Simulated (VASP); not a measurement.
# NaCaGaS3O12 (R3c) in VASP: a series of runs

NaCaGaS3O12 is run at these levels: PBE, r2SCAN; tasks: electric field gradients.

All numbers are computed with VASP 6.6.1; they aren't measurements. Logs are shortened: lines on timing, memory, paths and dates and some standing lists are left out, and cuts for length are marked.

## (1) The cell of the first run

Symmetry: R3c, No. 161, trigonal system. Conventional cell: a = 8.869 Å, b = 8.869 Å, c = 22.860 Å, α = 90.00°, β = 90.00°, γ = 120.00°. Na (site symmetry 3) has 6 O at 2.47 to 2.75 Å within 3.3 Å. Within 2.9 Å of Ca (site symmetry 3) lie 6 O at 2.18 to 2.24 Å. Ga (site symmetry 3) has 6 O at 2.07 to 2.08 Å within 2.7 Å. Within 1.9 Å of S (site symmetry 1) lie 4 O at 1.44 to 1.52 Å. O (site symmetry 1) has 1 S at 1.44 Å within 1.9 Å. Within 2.0 Å of O (site symmetry 1) lie 1 S at 1.52 Å. O (site symmetry 1) has 1 S at 1.47 Å within 2.0 Å. Within 2.0 Å of O (site symmetry 1) lie 1 S at 1.52 Å.

## (2) Electric field gradients, PBE

Contents of INCAR:

```
SYSTEM = NaCaGaS3O12
  PREC = Accurate
  ENCUT = 520
  EDIFF = 1E-8
  ISMEAR = -1
  SIGMA = 0.02
  LREAL = Auto
  LASPH = .TRUE.
  NELM = 100
  ALGO = Normal
  ISIF = 2
  LWAVE = .FALSE.
  LCHARG = .FALSE.
  GGA = PE
  LEFG = .TRUE.
  NBANDS = 144
```

Contents of KPOINTS:

```
Automatic mesh
0
G
  3 3 3
  0 0 0
```

Contents of POSCAR:

```
NaCaGaS3O12
1.0
    4.4343937305      2.5601984140      7.6200363767
   -4.4343937305      2.5601984140      7.6200363767
    0.0000000000     -5.1203968280      7.6200363767
Na Ca Ga S O
2 2 2 6 24
Direct
    0.4981004100      0.4981004100      0.4981004100
    0.9981004100      0.9981004100      0.9981004100
    0.6456531800      0.6456531800      0.6456531800
    0.1456531800      0.1456531800      0.1456531800
    0.3490680700      0.3490680700      0.3490680700
    0.8490680700      0.8490680700      0.8490680700
    0.7281616800      0.0566000500      0.4648210000
    0.4648210000      0.7281616800      0.0566000500
    0.0566000500      0.4648210000      0.7281616800
    0.5566000500      0.2281616800      0.9648210000
    0.9648210000      0.5566000500      0.2281616800
    0.2281616800      0.9648210000      0.5566000500
    0.6988492900      0.9030171400      0.4917493600
    0.4917493600      0.6988492900      0.9030171400
    0.9030171400      0.4917493600      0.6988492900
    0.4030171400      0.1988492900      0.9917493600
    0.9917493600      0.4030171400      0.1988492900
    0.1988492900      0.9917493600      0.4030171400
    0.2615208200      0.1259363400      0.5255444800
    0.5255444800      0.2615208200      0.1259363400
    0.1259363400      0.5255444800      0.2615208200
    0.6259363400      0.7615208200      0.0255444800
    0.0255444800      0.6259363400      0.7615208200
    0.7615208200      0.0255444800      0.6259363400
    0.3815863900      0.7916832600      0.5912135300
    0.5912135300      0.3815863900      0.7916832600
    0.7916832600      0.5912135300      0.3815863900
    0.2916832600      0.8815863900      0.0912135300
    0.0912135300      0.2916832600      0.8815863900
    0.8815863900      0.0912135300      0.2916832600
    0.5580812300      0.2272746600      0.4511391100
    0.4511391100      0.5580812300      0.2272746600
    0.2272746600      0.4511391100      0.5580812300
    0.7272746600      0.0580812300      0.9511391100
    0.9511391100      0.7272746600      0.0580812300
    0.0580812300      0.9511391100      0.7272746600
```

Potentials or basis: VASP PAW PBE potentials, release 64 (Na_pv, Ca_sv, Ga_d, S, O).

The run is started by

```console
cat potpaw_PBE.64/Na_pv/POTCAR potpaw_PBE.64/Ca_sv/POTCAR potpaw_PBE.64/Ga_d/POTCAR potpaw_PBE.64/S/POTCAR potpaw_PBE.64/O/POTCAR > POTCAR
mpirun -np 1 vasp_std > vasp.out
```

OUTCAR:

```text
SYSTEM = NaCaGaS3O12
   PREC = Accurate
   ENCUT = 520
   EDIFF = 1E-8
   ISMEAR = -1
   LREAL = Auto
   LASPH = .TRUE.
   NELM = 100
   ISIF = 2
   GGA = PE

 ion  position               nearest neighbor table
   1  0.498  0.498  0.498-
   2  0.998  0.998  0.998-
   3  0.646  0.646  0.646-  15 2.18  14 2.18  13 2.18  25 2.24  26 2.24  27 2.24
   4  0.146  0.146  0.146-  17 2.18  18 2.18  16 2.18  28 2.24  30 2.24  29 2.24
   5  0.349  0.349  0.349-  21 2.07  20 2.07  19 2.07  31 2.08  33 2.08  32 2.08
   6  0.849  0.849  0.849-  23 2.07  24 2.07  22 2.07  34 2.08  35 2.08  36 2.08
   7  0.728  0.057  0.465-  13 1.44  30 1.47  31 1.52  24 1.52
   8  0.465  0.728  0.057-  14 1.44  28 1.47  32 1.52  22 1.52
   9  0.057  0.465  0.728-  15 1.44  29 1.47  33 1.52  23 1.52
  10  0.557  0.228  0.965-  16 1.44  26 1.47  34 1.52  20 1.52
  11  0.965  0.557  0.228-  17 1.44  27 1.47  35 1.52  21 1.52
  12  0.228  0.965  0.557-  18 1.44  25 1.47  36 1.52  19 1.52
  13  0.699  0.903  0.492-   7 1.44   3 2.18
  14  0.492  0.699  0.903-   8 1.44   3 2.18
  15  0.903  0.492  0.699-   9 1.44   3 2.18
  16  0.403  0.199  0.992-  10 1.44   4 2.18
  17  0.992  0.403  0.199-  11 1.44   4 2.18
  18  0.199  0.992  0.403-  12 1.44   4 2.18
[... 16 lines left out ...]
  35  0.951  0.727  0.058-  11 1.52   6 2.08
  36  0.058  0.951  0.727-  12 1.52   6 2.08

  LATTYP: Found a trigonal (rhomboedric) cell.
 ALAT       =     9.1806000925
 COS(alpha) =     0.5333875106

  Lattice vectors:

 A1 = (   4.4343937305,   2.5601984140,   7.6200363767)
 A2 = (  -4.4343937305,   2.5601984140,   7.6200363767)
 A3 = (   0.0000000000,  -5.1203968280,   7.6200363767)

Analysis of symmetry for initial positions (statically):
=====================================================================
 Subroutine PRICEL returns:
 Original cell was already a primitive cell.

 Routine SETGRP: Setting up the symmetry group for a
 trigonal (rhombohedral) supercell.

 Subroutine GETGRP returns: Found  6 space group operations
 (whereof  3 operations were pure point group operations)
 out of a pool of 12 trial point group operations.

The static configuration has the point symmetry C_3 .
 The point group associated with its full space group is C_3v.

[... 1028 lines left out ...]
------------------------ aborting loop because EDIFF is reached ----------------------------------------

  FORCE on cell =-STRESS in cart. coord.  units (eV):
  Direction    XX          YY          ZZ          XY          YZ          ZX
  --------------------------------------------------------------------------------------
  -------------------------------------------------------------------------------------
  Total       -0.0644386     -0.0644386      1.1814885      0.0000000      0.0000000      0.0000000
  in kB       -0.1989025     -0.1989025      3.6469004      0.0000000      0.0000000      0.0000000
  external PRESSURE =       1.0830318 kB  Pullay stress =       0.0000000 kB

 VOLUME and BASIS-vectors are now :
 -----------------------------------------------------------------------------
  energy-cutoff  :      520.00
  volume of cell :      519.06
      direct lattice vectors                 reciprocal lattice vectors
     4.434393731  2.560198414  7.620036377     0.112754985  0.065099121  0.043744323
    -4.434393731  2.560198414  7.620036377    -0.112754985  0.065099121  0.043744323
     0.000000000 -5.120396828  7.620036377     0.000000000 -0.130198242  0.043744323

 POSITION                                       TOTAL-FORCE (eV/Angst)
 -----------------------------------------------------------------------------------
      0.00000      0.00000     11.38663         0.000000      0.000000     -0.004220
      0.00000      0.00000     22.81668         0.000000      0.000000     -0.004220
      0.00000      0.00000     14.75970         0.000000      0.000000     -0.192381
      0.00000      0.00000      3.32965         0.000000      0.000000     -0.192381
      0.00000      0.00000      7.97973         0.000000      0.000000      0.059872
      0.00000      0.00000     19.40979         0.000000      0.000000      0.059872
[... 28 lines left out ...]
      0.99270      3.99967     13.23216         0.175296      0.073748      0.081318
     -3.96017     -1.14013     13.23216        -0.151516      0.114936      0.081318
 -----------------------------------------------------------------------------------
    total drift:                                0.000000     -0.000001     -0.033386

  FREE ENERGIE OF THE ION-ELECTRON SYSTEM (eV)
  ---------------------------------------------------
  free  energy   TOTEN  =      -218.2147920504 eV

  energy  without entropy=     -218.2147920504  energy(sigma->0) =     -218.21479205

 Electric field gradients (V/A^2)
---------------------------------------------------------------------
 ion       V_xx      V_yy      V_zz      V_xy      V_xz      V_yz
---------------------------------------------------------------------
   1       3.988     3.988    -7.977    -0.000    -0.000     0.000
   2       3.988     3.988    -7.977    -0.000     0.000     0.000
   3      -5.846    -5.846    11.691     0.000     0.000    -0.000
   4      -5.846    -5.846    11.691    -0.000    -0.000    -0.000
   5       2.229     2.229    -4.458     0.000     0.000    -0.000
   6       2.229     2.229    -4.458    -0.000    -0.000    -0.000
[... 28 lines left out ...]
  35     -27.446    61.227   -33.780  -116.605    34.463   -36.762
  36     -61.924    95.705   -33.780    96.699    14.606    48.227
---------------------------------------------------------------------

 Electric field gradients after diagonalization (V/A^2)
 (convention: |V_zz| > |V_xx| > |V_yy|)
----------------------------------------------------------------------
 ion       V_xx      V_yy      V_zz     asymmetry (V_yy - V_xx)/ V_zz
----------------------------------------------------------------------
   1       3.988     3.988    -7.977       0.000
   2       3.988     3.988    -7.977       0.000
   3      -5.846    -5.846    11.691       0.000
   4      -5.846    -5.846    11.691       0.000
   5       2.229     2.229    -4.458       0.000
   6       2.229     2.229    -4.458       0.000
[... 28 lines left out ...]
  35    -108.725   -46.095   154.820       0.405
  36    -108.725   -46.095   154.820       0.405
----------------------------------------------------------------------

           NMR quadrupolar parameters

 Cq : quadrupolar parameter    Cq=e*Q*V_zz/h
 eta: asymmetry parameters     (V_yy - V_xx)/ V_zz
 Q  : nuclear electric quadrupole moment in mb (millibarn)
----------------------------------------------------------------------
 ion       Cq(MHz)       eta       Q (mb)
----------------------------------------------------------------------
   1      -0.019       0.000       1.000
   2      -0.019       0.000       1.000
   3       0.028       0.000       1.000
   4       0.028       0.000       1.000
   5      -0.011       0.000       1.000
   6      -0.011       0.000       1.000
[... 28 lines left out ...]
  35       0.374       0.405       1.000
  36       0.374       0.405       1.000
----------------------------------------------------------------------
```

Wall time 18 min (1 thread of Intel Xeon Platinum 8488C (Sapphire Rapids), shared host); peak memory 0.89 GiB.

Results:

```yaml
Free_energy: -218.2148 eV
Pressure: 0.1 GPa
Largest_force: 0.348 eV/Å
Band_gap_on_the_k_mesh: 2.36 eV, direct
```

Forces on the atoms (eV/Å):
```
Na   0.000  0.000 -0.004
Na   0.000  0.000 -0.004
Ca   0.000  0.000 -0.192
Ca   0.000  0.000 -0.192
Ga   0.000  0.000  0.060
Ga   0.000  0.000  0.060
S   -0.184  0.147  0.197
S   -0.035 -0.233  0.197
S    0.219  0.086  0.197
S    0.184  0.147  0.197
S   -0.219  0.086  0.197
S    0.035 -0.233  0.197
O    0.018 -0.198 -0.285
O    0.163  0.114 -0.285
O   -0.180  0.084 -0.285
O   -0.018 -0.198 -0.285
O    0.180  0.084 -0.285
O   -0.163  0.114 -0.285
O    0.010  0.008  0.030
O   -0.012  0.005  0.030
O    0.002 -0.013  0.030
O   -0.010  0.008  0.030
O   -0.002 -0.013  0.030
O    0.012  0.005  0.030
O   -0.112 -0.029  0.023
O    0.081 -0.082  0.023
O    0.031  0.111  0.023
O    0.112 -0.029  0.023
O   -0.031  0.111  0.023
O   -0.081 -0.082  0.023
O    0.024 -0.189  0.081
O    0.152  0.115  0.081
O   -0.175  0.074  0.081
O   -0.024 -0.189  0.081
O    0.175  0.074  0.081
O   -0.152  0.115  0.081
```

Electric field gradients, principal values (V/Å²):
```tsv
atom	least	middle	greatest (by size)
1 Na	3.988	3.988	-7.977
2 Na	3.988	3.988	-7.977
3 Ca	-5.846	-5.846	11.691
4 Ca	-5.846	-5.846	11.691
5 Ga	2.229	2.229	-4.458
6 Ga	2.229	2.229	-4.458
7 S	7.814	22.122	-29.936
8 S	7.814	22.122	-29.936
9 S	7.814	22.122	-29.936
10 S	7.814	22.122	-29.936
11 S	7.814	22.122	-29.936
12 S	7.814	22.122	-29.936
13 O	-55.111	-68.660	123.771
14 O	-55.111	-68.660	123.771
15 O	-55.111	-68.660	123.771
16 O	-55.111	-68.660	123.771
17 O	-55.111	-68.660	123.771
18 O	-55.111	-68.660	123.771
19 O	-67.596	-99.907	167.502
20 O	-67.596	-99.907	167.502
21 O	-67.596	-99.907	167.502
22 O	-67.596	-99.907	167.502
23 O	-67.596	-99.907	167.502
24 O	-67.596	-99.907	167.502
25 O	-61.761	-73.953	135.714
26 O	-61.761	-73.953	135.714
27 O	-61.761	-73.953	135.714
28 O	-61.761	-73.953	135.714
29 O	-61.761	-73.953	135.714
30 O	-61.761	-73.953	135.714
31 O	-46.095	-108.725	154.820
32 O	-46.095	-108.725	154.820
33 O	-46.095	-108.725	154.820
34 O	-46.095	-108.725	154.820
35 O	-46.095	-108.725	154.820
36 O	-46.095	-108.725	154.820
```

Caveat: without QUAD_EFG the Cq values of the log hold for a quadrupole moment of 1 mb, not for the nuclei.

(Part 1 of 2 ends here.)
